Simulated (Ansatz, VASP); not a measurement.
## LiBeS3: VASP beside Ansatz

```xyz
5
Lattice="3.6025 0.0000 0.0000 0.0000 3.6025 0.0000 0.0000 0.0000 7.3502" Properties=species:S:1:pos:R:3 pbc="T T T"
Li    1.8012    1.8012    4.8491
Be    0.0000    0.0000    7.0596
S     1.8012    0.0000    1.0799
S     0.0000    1.8012    1.0799
S     0.0000    0.0000    5.1022
```

Change from the starting cell: species swapped into the LaSiPt3 type (P4mm, No. 99).

Alike in both runs: functional PBE; k mesh 6 × 6 × 4; occupations gaussian, width 0.1 eV; no spin polarisation.

Ansatz relaxed the structure, and its values are those at the end. VASP's run is a single point on that final structure, the one shown.

```csv
,VASP,Ansatz
version,VASP 6.6.1,Ansatz 0.2.0
potentials or method,"VASP PAW PBE potentials, release 64 (Li_sv, Be, S), cutoff 520 eV","scalar-relativistic, plane waves, PAW"
valence electrons in the cell,23,23
```

Ansatz gave:

| Quantity | Value |
| --- | --- |
| gap on the k mesh at the Fermi level (eV) | none |
| rms of the force components (eV/Å) | 0.002 |

Task: Estimate VASP's values.

Result: gap on the k mesh at the Fermi level (eV): none; rms of the force components (eV/Å): 0.004.

A gap of «none» marks a metal or a gap that the smearing closes. With one functional, cell and mesh, what is left measures potentials, basis and numerics.

Noted on VASP's run: the cutoff is short for stress, so the pressure is rough.
